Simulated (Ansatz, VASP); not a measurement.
## SrO: VASP beside Ansatz

File POSCAR:

```
SrO
1.0
    0.0624074696      2.7922805169      2.7922805169
    2.7922805169      0.0624074696      2.7922805169
    2.8546879865      2.8546879865      0.0000000000
Sr O
1 1
Direct
    0.0039762917      0.0039762917     -0.0039762917
    0.2460237083      0.2460237083      0.2539762917
```

Contents of INCAR.step1:

```
ALGO = Normal ; EDIFF = 1E-4
ENCUT = 520 ; GGA = PE
ISMEAR = 0 ; LASPH = T
LCHARG = F ; LREAL = F
LWAVE = T ; NBANDS = 15
NELM = 100 ; PREC = Accurate
SIGMA = 0.01
```

INCAR.step2

```
ALGO = Normal ; EDIFF = 1E-6
ENCUT = 520 ; ISIF = 2
ISMEAR = 0 ; ISTART = 1
LASPH = T ; LCHARG = F
LMIXTAU = T ; LREAL = F
LWAVE = F ; METAGGA = R2SCAN
NBANDS = 15 ; NELM = 100
PREC = Accurate ; SIGMA = 0.01
```

KPOINTS

```
k-points
0
Gamma
  8 8 8
```

Input for Ansatz:

```yaml
crystal:
  lattice:
    - [0.0624074696, 2.7922805169, 2.7922805169]
    - [2.7922805169, 0.0624074696, 2.7922805169]
    - [2.8546879865, 2.8546879865, 0.0]
  atoms:
    - { symbol: Sr, position: [0.0039762917, 0.0039762917, -0.0039762917] }
    - { symbol: O, position: [0.2460237083, 0.2460237083, 0.2539762917] }
kpoints:
  mp_grid: { grid: [8, 8, 8] }
  band_path:
    path:
      - [0.0, 0.0, 0.0]
      - [-0.5, -0.5, 0.0]
      - [-0.375, -0.375, 0.25]
      - [-0.375, 0.0, 0.375]
      - [0.0, 0.0, 0.5]
      - [-0.5, -0.25, 0.25]
    npoints: 1
hamiltonian:
  xc: r2scan
scf:
  occupations: { method: fixed }
  n_extra_bands: 4
output:
  forces: true
  stress: true
  eigenvalues: true
```

Change from the starting cell: shear_xy strain +4.5%.

Alike in both runs: task single point; functional r2SCAN; k mesh 8 × 8 × 8; no spin polarisation.

|  | VASP | Ansatz |
| --- | --- | --- |
| version | VASP 6.6.1 | Ansatz 0.2.0 |
| potentials or method | VASP PAW PBE potentials, release 64 (Sr_sv, O) | plane waves, PAW |
| plane-wave cutoff (eV) | 520 | 500 |
| occupations | gaussian, width 0.01 eV | fixed |
| valence electrons in the cell | 16 | 16 |

Ansatz gave:

```
gap on the k mesh at the Fermi level (eV)                     : 2.88
pressure (GPa)                                                : -0.1
traceless stress, the component that is largest in VASP (GPa) : -1.18
```

Question: Which values does VASP return?

Answer: gap on the k mesh at the Fermi level (eV): 2.90; pressure (GPa): 0.4; traceless stress, the component that is largest in VASP (GPa): -1.19.

VASP's potentials were made for PBE, not for r2SCAN.
